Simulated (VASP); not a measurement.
# C: single point with PBEsol+D3(BJ)

Crystal: C.

```
CELL_PARAMETERS angstrom
2.51799 0.00000 0.00000
-1.25900 2.18064 0.00000
0.00000 0.00000 6.27030
ATOMIC_POSITIONS crystal
C 0.00000 0.00000 0.00250
C 0.00000 0.00000 0.50250
C 0.33333 0.66667 0.00250
C 0.66667 0.33333 0.50250
```

This cell differs from its parent crystal: volume 8.607 Å^3 an atom, c/a of the conventional cell 2.4902.

```yaml
Program: VASP 6.6.1
Task: single point
Functional: PBEsol
Dispersion: D3(BJ)
Potentials_or_basis: VASP PAW PBE potentials, release 64 (C)
Cutoff: 520 eV
k_mesh: 21 × 21 × 8
Occupations: gaussian, width 0.15 eV
Spin: no spin polarisation
Dipole_correction: no
Further_INCAR_settings: ALGO = Normal; EDIFF = 1e-06; NBANDS = 16
```

```
Pressure                   : -18.9 GPa
Band gap on the k mesh     : zero (band 8 reaches 4.83 eV, above the bottom of band 9 at 4.76 eV)
Dispersion energy per atom : -0.116 eV
```

Stress tensor (GPa, compression positive):
```
-29.44   0.00   0.00
  0.00 -29.44   0.00
  0.00   0.00   2.30
```

Levels at points of the mesh, in eV from the Fermi level:
| k point | band 5 | band 6 | band 7 | band 8 | band 9 | band 10 | band 11 | band 12 |
| --- | --- | --- | --- | --- | --- | --- | --- | --- |
| (0.00, 0.00, 0.00) | -2.97 | -2.97 | -2.93 | -2.93 | 4.99 | 7.91 | 7.91 | 8.01 |
| (0.00, 0.00, 0.50) | -2.95 | -2.95 | -2.95 | -2.95 | 7.95 | 7.95 | 7.95 | 7.95 |

Wall time 47 s on 1 thread of Intel(R) Xeon(R) 6975P-C (Granite Rapids), on a shared host, peak memory 0.21 GiB.

Caveat: the PAW data sets were made with another functional, which shifts forces and pressure a little.
